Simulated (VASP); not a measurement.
# Nb2Ag (Fd-3m) in VASP: settings compared, part 2 of 2

VASP 6.6.1.

## 4. Relaxation of cell and atoms, PBE

This run uses another cell than the first one, of 18.73 Å³/atom.

File INCAR:

```
SYSTEM = Nb2Ag
ALGO = Fast
EDIFF = 1E-7
EDIFFG = -0.01
ENCUT = 600
GGA = PE
IBRION = 2
ISIF = 3
ISMEAR = 0
LASPH = .True.
LCHARG = .False.
LREAL = .False.
LWAVE = .False.
NELM = 100
NSW = 100
PREC = Accurate
SIGMA = 0.1
```

File KPOINTS:

```
k-points
0
Gamma
  8 8 8
  0 0 0
```

File POSCAR:

```
Nb2Ag
1.0
    0.0000000000      3.8302838866      3.8302838866
    3.8302838866      0.0000000000      3.8302838866
    3.8302838866      3.8302838866      0.0000000000
Nb Ag
4 2
Direct
    0.1250000000      0.1250000000      0.1250000000
    0.6250000000      0.1250000000      0.1250000000
    0.1250000000      0.1250000000      0.6250000000
    0.1250000000      0.6250000000      0.1250000000
    0.5000000000      0.5000000000      0.5000000000
    0.7500000000      0.7500000000      0.7500000000
```

Potentials or basis: VASP PAW PBE potentials, release 64 (Nb_sv, Ag).

The run is started by

```sh
$ cat potpaw_PBE.64/Nb_sv/POTCAR potpaw_PBE.64/Ag/POTCAR > POTCAR
$ mpirun -np 1 vasp_std > vasp.out
```

OUTCAR:

```text
SYSTEM = Nb2Ag
   EDIFF = 1E-7
   EDIFFG = -0.01
   ENCUT = 600
   GGA = PE
   IBRION = 2
   ISIF = 3
   ISMEAR = 0
   LASPH = .True.
   LREAL = .False.
   NELM = 100
   NSW = 100
   PREC = Accurate

 ion  position               nearest neighbor table
   1  0.125  0.125  0.125-   2 2.71   3 2.71   4 2.71   3 2.71   4 2.71   2 2.71   6 3.18   5 3.18
                             6 3.18   5 3.18   6 3.18   5 3.18
   2  0.625  0.125  0.125-   1 2.71   3 2.71   4 2.71   1 2.71   3 2.71   4 2.71   5 3.18   6 3.18
                             5 3.18   5 3.18   6 3.18   6 3.18
   3  0.125  0.125  0.625-   1 2.71   1 2.71   2 2.71   4 2.71   4 2.71   2 2.71   6 3.18   5 3.18
                             6 3.18   5 3.18   6 3.18   5 3.18
   4  0.125  0.625  0.125-   1 2.71   3 2.71   1 2.71   2 2.71   3 2.71   2 2.71   5 3.18   6 3.18
                             5 3.18   6 3.18   6 3.18   5 3.18
   5  0.500  0.500  0.500-   1 3.18   3 3.18   4 3.18   1 3.18   2 3.18   3 3.18   1 3.18   2 3.18
                             4 3.18   2 3.18   3 3.18   4 3.18   6 3.32   6 3.32   6 3.32   6 3.32
[... 292 lines left out ...]
 cond. band min:       9.8575372600   @ k =  -0.2500   0.3750   0.1250
 fundamental gap:      0.0124593248
 Fermi energy:         9.8504789648

 k-point     1 :       0.0000    0.0000    0.0000
  band No.  band energies     occupation
      1     -45.0018      2.00000
      2     -44.6145      2.00000
      3     -44.6145      2.00000
      4     -44.6145      2.00000
      5     -22.3786      2.00000
      6     -21.4486      2.00000
[... 1117 lines left out ...]
     43      12.0258      0.00000
     44      12.4166      0.00000

 [... further k-points ...]

------------------------ aborting loop because EDIFF is reached ----------------------------------------

  FORCE on cell =-STRESS in cart. coord.  units (eV):
  Direction    XX          YY          ZZ          XY          YZ          ZX
  --------------------------------------------------------------------------------------
  -------------------------------------------------------------------------------------
  Total        0.0014386      0.0014386      0.0014386     -0.0000000      0.0000000     -0.0000000
  in kB        0.0205767      0.0205767      0.0205767     -0.0000000      0.0000000     -0.0000000
  external PRESSURE =       0.0205767 kB  Pullay stress =       0.0000000 kB
[... 21 lines left out ...]
  FREE ENERGIE OF THE ION-ELECTRON SYSTEM (eV)
  ---------------------------------------------------
  free  energy   TOTEN  =       -43.7761169874 eV

  energy  without entropy=      -43.7455923293  energy(sigma->0) =      -43.76085466

 reached required accuracy - stopping structural energy minimisation
```

OSZICAR:

```text
N       E                     dE             d eps       ncg     rms          rms(c)
DAV:   1     0.979074985119E+03    0.97907E+03   -0.43358E+04  2552   0.194E+03
DAV:   2     0.369296189820E+02   -0.94215E+03   -0.92321E+03  2792   0.703E+02
DAV:   3    -0.410489373077E+02   -0.77979E+02   -0.75347E+02  4504   0.147E+02
[... 73 lines left out ...]
RMM:  10    -0.437761157399E+02   -0.96646E-06   -0.87673E-06  3828   0.117E-02    0.228E-03
RMM:  11    -0.437761164475E+02   -0.70763E-06   -0.45296E-06  3606   0.952E-03    0.352E-03
RMM:  12    -0.437761167886E+02   -0.34106E-06   -0.29331E-06  3240   0.770E-03    0.381E-03
RMM:  13    -0.437761169817E+02   -0.19304E-06   -0.18995E-06  2968   0.642E-03    0.402E-03
RMM:  14    -0.437761170657E+02   -0.84041E-07   -0.12969E-06  2775   0.552E-03    0.394E-03
RMM:  15    -0.437761169874E+02    0.78266E-07   -0.97218E-07  2801   0.540E-03
   3 F= -.43776117E+02 E0= -.43760855E+02  d E =-.472378E-03
```

Run time: 35 min. Hardware: 1 thread of Intel Xeon 8259CL, shared host; peak memory 0.43 GiB.

Results:

```yaml
Free_energy: -43.7761 eV
Relaxed_volume: 18.67 Å³/atom
Relaxed_cell: a = 5.411 Å, b = 5.411 Å, c = 5.411 Å, α = 60.00°, β = 60.00°, γ = 60.00°
Space_group_after_relaxing_to_0.1_Å: Fd-3m (No. 227)
Energy_gained_by_relaxing: 0.1 meV/atom
Ionic_steps: 3
Pressure_after_relaxing: 0.0 GPa
Band_gap_on_the_k_mesh: zero (bands 37 and 38 overlap by 2.50 eV)
```

The path:
```csv
step,energy change (eV),largest force (eV/Å),pressure (GPa),volume (Å³)
1,0.0000,0.0000,-0.41,112.39
2,0.0001,0.0000,0.49,111.61
3,-0.0005,0.0000,0.00,112.02
```

Final structure:
```
Nb Ag
1.0
     0.00000    3.82605    3.82605
     3.82605    0.00000    3.82605
     3.82605    3.82605    0.00000
Nb Ag
4 2
Direct
  0.12500 0.12500 0.12500
  0.62500 0.12500 0.12500
  0.12500 0.12500 0.62500
  0.12500 0.62500 0.12500
  0.50000 0.50000 0.50000
  0.75000 0.75000 0.75000
```

Levels at points of the mesh, in eV from the Fermi level:
| k point | band 34 | band 35 | band 36 | band 37 | band 38 | band 39 |
| --- | --- | --- | --- | --- | --- | --- |
| (0.00, 0.00, 0.00) | -1.98 | -1.64 | -1.64 | 2.09 | 2.87 | 2.87 |
| (0.50, 0.00, 0.00) | -1.06 | -0.73 | -0.73 | 0.01 | 0.08 | 0.43 |
| (0.50, 0.50, 0.00) | -1.23 | -1.04 | -1.04 | 0.11 | 0.11 | 0.27 |

## 5. The runs side by side

| task | level | cell | cutoff (eV) | gap on the mesh (eV) | pressure (GPa) |
| --- | --- | --- | --- | --- | --- |
| single point | PBE | a = 5.413 Å, angles 60.0°, 6 atoms | 520 | none | -0.2 |
| single point | PBEsol | a = 5.413 Å, angles 60.0°, 6 atoms | 520 | none | -6.0 |
| relaxation of cell and atoms | PBE | relaxed from a = 5.417 Å, angles 60.0°, 6 atoms | 600 | none | 0.0 |

Alike in all rows: potentials or basis VASP PAW PBE potentials, release 64 (Nb_sv, Ag); no spin polarisation; k mesh 8 × 8 × 8; smearing gaussian 0.1 eV.

Caveats: the cell stands under tension (at least some runs); the PAW data sets were made with another functional, which shifts forces and pressure a little (at least some runs).

Total energies depend on the potentials used, so only differences within one code and one set of settings carry meaning.
